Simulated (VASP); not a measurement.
Input of a VASP 6.6.1 run:

Contents of INCAR:

```
ALGO     = Normal         # electronic algorithm
EDIFF    = 1E-6           # SCF threshold, eV
ENCUT    = 520            # plane-wave cutoff, eV
GGA      = PS             # functional
ISIF     = 2              # what is computed and relaxed
ISMEAR   = -1             # smearing method
LASPH    = True           # aspherical terms in the spheres
LCHARG   = True           # write CHGCAR
LELF     = True           # ELF
LREAL    = Auto         
LVHAR    = True         
LWAVE    = False          # write WAVECAR
NBANDS   = 46             # bands
NELM     = 60             # most SCF steps
PREC     = Accurate       # precision mode
SIGMA    = 0.05           # smearing width, eV
```

KPOINTS

```
k-points
0
Gamma
  4 4 4
```

Contents of POSCAR:

```
AlN
1.0
    0.0000055018      4.0451848062      4.0452074454
    4.0452316441      0.0000136205      4.0451991954
    4.0452282370      4.0451733147      0.0000170037
Al N
8 8
Direct
    0.0020095788      0.0023737976     -0.0041723421
    0.0020100113      0.0023741072      0.4958268922
    0.0020097819      0.5023745641     -0.0041730045
    0.0020103430      0.5023744898      0.4958262381
    0.5020104031      0.0023737994     -0.0041728554
    0.5020103268      0.0023745939      0.4958261213
    0.5020105533      0.5023740069     -0.0041727628
    0.5020104177      0.5023741098      0.4958261865
    0.2520114656      0.2523742181      0.2458248618
    0.2520116052      0.2523748642      0.7458256810
    0.2520126975      0.7523740972      0.2458252759
    0.2520117203      0.7523752696      0.7458253616
    0.7520108974      0.2523748359      0.2458253975
    0.7520108103      0.2523750617      0.7458251353
    0.7520103744      0.7523742185      0.2458258673
    0.7520118584      0.7523750173      0.7458248586
```

Potentials or basis: VASP PAW PBE potentials, release 64 (Al, N).

Launch:

```console
$ cat potpaw_PBE.64/Al/POTCAR potpaw_PBE.64/N/POTCAR > POTCAR
$ mpirun -np 1 vasp_std > vasp.out
```

Q: What does it give for the pressure?

A: -0.1 GPa.

Q: What does it give for the band gap on the k mesh?

A: 4.54 eV.

Caveat: the PAW data sets were made with another functional, which shifts forces and pressure a little. PBEsol gaps usually lie below the measured ones, often by a third to a half.
